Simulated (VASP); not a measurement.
# SbS5 (F-43m) in VASP: notebook

The runs below take SbS5 through single point, relaxation of cell and atoms, with PBE.

All numbers are computed with VASP 6.6.1; they aren't measurements. Logs are shortened: lines on timing, memory, paths and dates and some standing lists are left out, and cuts for length are marked.

### Step 1. The cell of the first run

It takes space group F-43m (No. 216, cubic). The conventional cell has a = 7.576 Å, b = 7.576 Å, c = 7.576 Å, α = 90.00°, β = 90.00°, γ = 90.00°. Within 4.2 Å of Sb (site symmetry -43m) lie 16 S at 3.16 to 3.28 Å. S (site symmetry -43m) has 12 S at 3.13 Å and 4 Sb at 3.28 Å within 4.1 Å. Within 3.3 Å of S (site symmetry 3m) lie 9 S at 2.52 to 3.13 Å and 3 Sb at 3.16 Å.

The cell was built from a structure type or drawn by symmetry, and may not be a known phase.

### Step 2. Single point, PBE

Input file INCAR:

```
SYSTEM = SbS5
PREC     = Accurate       ! precision mode
ENCUT    = 520            ! plane-wave cutoff, eV
EDIFF    = 1E-6           ! SCF threshold, eV
ISMEAR   = 0              ! smearing method
SIGMA    = 0.1            ! smearing width, eV
LREAL    = .False.        ! projectors in reciprocal space
LASPH    = .True.         ! aspherical terms in the spheres
NELM     = 80             ! most SCF steps
ALGO     = Normal         ! electronic algorithm
ISIF     = 2              ! what is computed and relaxed
LWAVE    = .False.        ! write WAVECAR
LCHARG   = .False.        ! write CHGCAR
GGA      = PE             ! functional
NBANDS   = 26             ! bands
```

Input file KPOINTS:

```
regular mesh
0
Gamma
  8 8 8
  0 0 0
```

Input file POSCAR:

```
SbS5
1.0
    0.0000000000      3.7881877685      3.7881877685
    3.7881877685      0.0000000000      3.7881877685
    3.7881877685      3.7881877685      0.0000000000
Sb S
1 5
Direct
    0.0000000000      0.0000000000      0.0000000000
    0.7500000000      0.7500000000      0.7500000000
    0.3823798797      0.3823798797      0.8528603609
    0.3823798797      0.8528603609      0.3823798797
    0.3823798797      0.3823798797      0.3823798797
    0.8528603609      0.3823798797      0.3823798797
```

Potentials or basis: VASP PAW PBE potentials, release 64 (Sb, S).

On the command line:

```console
> cat potpaw_PBE.64/Sb/POTCAR potpaw_PBE.64/S/POTCAR > POTCAR
> mpirun -np 1 vasp_std > vasp.out
```

OUTCAR:

```text
SYSTEM = SbS5
   PREC = Accurate
   ENCUT = 520
   EDIFF = 1E-6
   ISMEAR = 0
   LREAL = .False.
   LASPH = .True.
   NELM = 80
   ISIF = 2
   GGA = PE

 ion  position               nearest neighbor table
   1  0.000  0.000  0.000-   3 3.16   4 3.16   6 3.16   5 3.16   5 3.16   5 3.16   3 3.16   4 3.16
                             6 3.16   3 3.16   4 3.16   6 3.16   2 3.28   2 3.28   2 3.28   2 3.28
   2  0.750  0.750  0.750-   1 3.28   1 3.28   1 3.28   1 3.28
   3  0.382  0.382  0.853-   4 2.52   5 2.52   6 2.52   1 3.16   1 3.16   1 3.16
   4  0.382  0.853  0.382-   3 2.52   5 2.52   6 2.52   1 3.16   1 3.16   1 3.16
   5  0.382  0.382  0.382-   3 2.52   4 2.52   6 2.52   1 3.16   1 3.16   1 3.16
   6  0.853  0.382  0.382-   3 2.52   4 2.52   5 2.52   1 3.16   1 3.16   1 3.16

  LATTYP: Found a face centered cubic cell.
 ALAT       =     7.5763755370

  Lattice vectors:

 A1 = (   0.0000000000,   3.7881877685,   3.7881877685)
 A2 = (   3.7881877685,   0.0000000000,   3.7881877685)
 A3 = (   3.7881877685,   3.7881877685,   0.0000000000)

Analysis of symmetry for initial positions (statically):
=====================================================================
 Subroutine PRICEL returns:
 Original cell was already a primitive cell.

 Routine SETGRP: Setting up the symmetry group for a
 face centered cubic supercell.

 Subroutine GETGRP returns: Found 24 space group operations
 (whereof 24 operations were pure point group operations)
 out of a pool of 48 trial point group operations.

The static configuration has the point symmetry T_d .

Analysis of symmetry for dynamics (positions and initial velocities):
=====================================================================
 Subroutine PRICEL returns:
 Original cell was already a primitive cell.

 Routine SETGRP: Setting up the symmetry group for a
 face centered cubic supercell.

 Subroutine GETGRP returns: Found 24 space group operations
 (whereof 24 operations were pure point group operations)
 out of a pool of 48 trial point group operations.

The dynamic configuration has the point symmetry T_d .

 Subroutine INISYM returns: Found 24 space group operations
 (whereof 24 operations are pure point group operations),
 and found     1 'primitive' translations

----------------------------------------------------------------------------------------

                                     Primitive cell

  volume of cell :     108.7238

[... 100 lines left out ...]
   IBRION =     -1    ionic relax: 0-MD 1-quasi-New 2-CG
   NFREE  =      0    steps in history (QN), initial steepest desc. (CG)
   ISIF   =      2    stress and relaxation
   ISYM   =      2    0-nonsym 1-usesym 2-fastsym
   POTIM  = 0.5000    time-step for ionic-motion
   TEBEG  =    0.0;   TEEND  =   0.0 temperature during run
   PSTRESS=    0.0 pullay stress
   NELECT =      35.0000    total number of electrons
   NUPDOWN=      -1.0000    fix difference up-down
   EMIN   =  10.00;   EMAX   =-10.00  energy-range for DOS
   EFERMI =   0.00;   METHOD = LEGACY
   ISMEAR =     0;   SIGMA  =   0.10  broadening in eV -4-tet -1-fermi 0-gaus
   EFERMI_NEDOS =   21; number of points for ismear=-14 and -15
   IALGO  =     38    algorithm
   IMIX   =      4    mixing-type and parameters
     AMIX     =   0.40;   BMIX     =  1.00
     AMIX_MAG =   1.60;   BMIX_MAG =  1.00
  volume/ion in A,a.u.               =      18.12       122.28
  Fermi-wavevector in a.u.,A,eV,Ry     =   1.121991  2.120255 17.127880  1.258864
  Thomas-Fermi vector in A             =   2.258648
   LORBIT       =      0    0 simple, 1 ext, 2 COOP (PROOUT), +10 PAW based schemes
   GGA     = PE    functional components
   LHFCALC =     F    Hartree Fock is set to
   AEXX    =    0.0000 exact exchange contribution
   IVDW    =     0    specifies the selected vdW correction
   LEPSILON=     F    determine dielectric tensor
   LRPA    =     F    only Hartree local field effects (RPA)
 non-spin polarized calculation
 Gauss-broadening in eV      SIGMA  =   0.10
  energy-cutoff  :      520.00
  volume of cell :      108.72
 maximum number of plane-waves:      2954
   NGX = 19   NGY = 19   NGZ = 19

 number of electron      34.9999997 magnetization

 Free energy of the ion-electron system (eV)
  ---------------------------------------------------
  ext. energy  EPLUGINS =         0.00000000
  ---------------------------------------------------
  free energy    TOTEN  =       -18.92724855 eV

  energy without entropy =      -18.89931143  energy(sigma->0) =      -18.91327999

 E-fermi :   7.4146     XC(G=0): -10.7766

 val. band max:        7.4142462631   @ k =   0.5000   0.3750   0.1250
 cond. band min:       7.4267647402   @ k =  -0.2500   0.3750   0.1250
 fundamental gap:      0.0125184771
 Fermi energy:         7.4146103441

 k-point     1 :       0.0000    0.0000    0.0000
  band No.  band energies     occupation
      1      -9.1498      2.00000
      2      -4.3615      2.00000
      3      -4.3615      2.00000
      4      -4.3615      2.00000
      5      -3.8963      2.00000
      6      -1.6909      2.00000
[... 685 lines left out ...]
     25      14.1747      0.00000
     26      14.7589      0.00000

 [... further k-points ...]

------------------------ aborting loop because EDIFF is reached ----------------------------------------

  FORCE on cell =-STRESS in cart. coord.  units (eV):
  Direction    XX          YY          ZZ          XY          YZ          ZX
  --------------------------------------------------------------------------------------
  -------------------------------------------------------------------------------------
  Total       -0.1793631     -0.1793631     -0.1793631     -0.0000000     -0.0000000      0.0000000
  in kB       -2.6431336     -2.6431336     -2.6431336     -0.0000000     -0.0000000      0.0000000
  external PRESSURE =      -2.6431336 kB  Pullay stress =       0.0000000 kB

 VOLUME and BASIS-vectors are now :
 -----------------------------------------------------------------------------
  energy-cutoff  :      520.00
  volume of cell :      108.72
      direct lattice vectors                 reciprocal lattice vectors
     0.000000000  3.788187768  3.788187768    -0.131989234  0.131989234  0.131989234
     3.788187768  0.000000000  3.788187768     0.131989234 -0.131989234  0.131989234
     3.788187768  3.788187768  0.000000000     0.131989234  0.131989234 -0.131989234

 POSITION                                       TOTAL-FORCE (eV/Angst)
 -----------------------------------------------------------------------------------
      0.00000      0.00000      0.00000         0.000000      0.000000      0.000000
      5.68228      5.68228      5.68228         0.000000      0.000000      0.000000
      4.67932      4.67932      2.89705        -0.014906     -0.014906      0.014906
      4.67932      2.89705      4.67932        -0.014906      0.014906     -0.014906
      2.89705      2.89705      2.89705         0.014906      0.014906      0.014906
      2.89705      4.67932      4.67932         0.014906     -0.014906     -0.014906
 -----------------------------------------------------------------------------------
    total drift:                               -0.000000     -0.000000     -0.000000

  FREE ENERGIE OF THE ION-ELECTRON SYSTEM (eV)
  ---------------------------------------------------
  free  energy   TOTEN  =       -18.9272485550 eV

  energy  without entropy=      -18.8993114254  energy(sigma->0) =      -18.91327999
```

stdout:

```text
POSCAR found type information on POSCAR SbS
 POSCAR found :  2 types and       6 ions
 scaLAPACK will be used
 LDA part: xc-table for (Slater+PW92), standard interpolation
 POSCAR, INCAR and KPOINTS ok, starting setup
 FFT: planning ... GRIDC
 FFT: planning ... GRID_SOFT
 FFT: planning ... GRID
 WAVECAR not read
 entering main loop
```

It took 33 s on 1 thread of Intel Xeon 6975P-C (Granite Rapids), shared host; peak memory 0.26 GiB.

Results:

```
Free energy            : -18.9272 eV
Pressure               : -0.3 GPa
Largest force          : 0.026 eV/Å
Band gap on the k mesh : zero (an odd number of electrons rules out a gap without spin polarisation)
```

Forces in eV/Å, atoms in the order of the input:
```
Sb   0.000  0.000  0.000
S    0.000  0.000  0.000
S   -0.015 -0.015  0.015
S   -0.015  0.015 -0.015
S    0.015  0.015  0.015
S    0.015 -0.015 -0.015
```

Caveat: spin-orbit coupling is left out, which moves the levels of the heavy elements.

### Step 3. Relaxation of cell and atoms, PBE

This run uses another cell than the first one, of 27.00 Å³/atom.

Input file INCAR:

```
SYSTEM = SbS5
ALGO = Normal
EDIFF = 1E-7
EDIFFG = -0.04
ENCUT = 600
GGA = PE
IBRION = 2
ISIF = 3
ISMEAR = 0
LASPH = .TRUE.
LCHARG = .FALSE.
LREAL = .FALSE.
LWAVE = .FALSE.
NELM = 60
NSW = 90
PREC = Accurate
SIGMA = 0.1
```

Input file KPOINTS:

```
k-points
0
G
  4 4 4
  0 0 0
```

Input file POSCAR:

```
SbS5
1.0
    0.0000000000      4.3268162400      4.3268162400
    4.3268162400      0.0000000000      4.3268162400
    4.3268162400      4.3268162400      0.0000000000
Sb S
1 5
Direct
    0.0000000000      0.0000000000      0.0000000000
    0.2500000000      0.2500000000      0.2500000000
    0.1295901500      0.6234699500      0.6234699500
    0.6234699500      0.6234699500      0.6234699500
    0.6234699500      0.6234699500      0.1295901500
    0.6234699500      0.1295901500      0.6234699500
```

Potentials or basis: VASP PAW PBE potentials, release 64 (Sb, S).

On the command line:

```console
> cat potpaw_PBE.64/Sb/POTCAR potpaw_PBE.64/S/POTCAR > POTCAR
> mpirun -np 1 vasp_std > vasp.out
```

It took 4.2 min on 1 thread of Intel Xeon 6975P-C (Granite Rapids), shared host; peak memory 0.39 GiB.

It converged, with:

```
Free energy                           : -18.6949 eV
Relaxed volume                        : 18.60 Å³/atom
Relaxed cell                          : a = 5.404 Å, b = 5.404 Å, c = 5.404 Å, α = 60.00°, β = 60.00°, γ = 60.00°
Space group after relaxing (to 0.1 Å) : F-43m (No. 216)
Energy gained by relaxing             : 489.4 meV/atom
Ionic steps                           : 12
Pressure after relaxing               : 0.1 GPa
Largest force after relaxing          : 0.033 eV/Å
Band gap on the k mesh                : zero (an odd number of electrons rules out a gap without spin polarisation)
```

Forces in eV/Å, atoms in the order of the input:
```
Sb   0.000  0.000  0.000
S    0.000  0.000  0.000
S    0.019 -0.019 -0.019
S    0.019  0.019  0.019
S   -0.019 -0.019  0.019
S   -0.019  0.019 -0.019
```

Step by step:
```tsv
step	energy change (eV)	largest force (eV/Å)	pressure (GPa)	volume (Å³)
1	0.0000	0.2091	-11.52	162.01
2	-2.5136	0.3545	-5.59	120.63
3	-2.7360	0.4332	-0.77	110.32
4	-2.7395	0.4423	0.24	108.72
5	-2.7795	0.4355	0.37	108.51
6	-2.8888	0.3048	1.36	107.91
7	-2.5521	1.9260	7.34	106.70
8	-2.9036	0.1777	1.76	107.76
9	-2.9084	0.0025	2.29	107.60
10	-2.9308	0.0978	1.08	110.10
11	-2.9326	0.1409	0.65	111.14
12	-2.9364	0.0326	0.13	111.62
```

Final structure:
```yaml
crystal:
  lattice:
    - [0.00000, 3.82149, 3.82149]
    - [3.82149, 0.00000, 3.82149]
    - [3.82149, 3.82149, 0.00000]
  atoms:
    - { symbol: Sb, position: [0.00000, 0.00000, 0.00000] }
    - { symbol: S, position: [0.25000, 0.25000, 0.25000] }
    - { symbol: S, position: [0.16577, 0.61141, 0.61141] }
    - { symbol: S, position: [0.61141, 0.61141, 0.61141] }
    - { symbol: S, position: [0.61141, 0.61141, 0.16577] }
    - { symbol: S, position: [0.61141, 0.16577, 0.61141] }
```

Levels at points of the mesh, in eV from the Fermi level:
```
           k point  band 14  band 15  band 16  band 17  band 18  band 19  band 20  band 21
(0.00, 0.00, 0.00)    -2.55    -2.55     0.83     0.83     0.83     1.17     1.17     1.17
(0.50, 0.00, 0.00)    -2.30    -1.55    -0.75    -0.09    -0.09     1.23     1.39     2.03
(0.50, 0.50, 0.00)    -2.68    -1.66    -1.29    -0.92    -0.11    -0.11     1.23     1.30
```

Caveat: the volume moved by over 15 % at a fixed basis, so the end points are rough; spin-orbit coupling is left out, which moves the levels of the heavy elements.

[end of part 1 of 2]
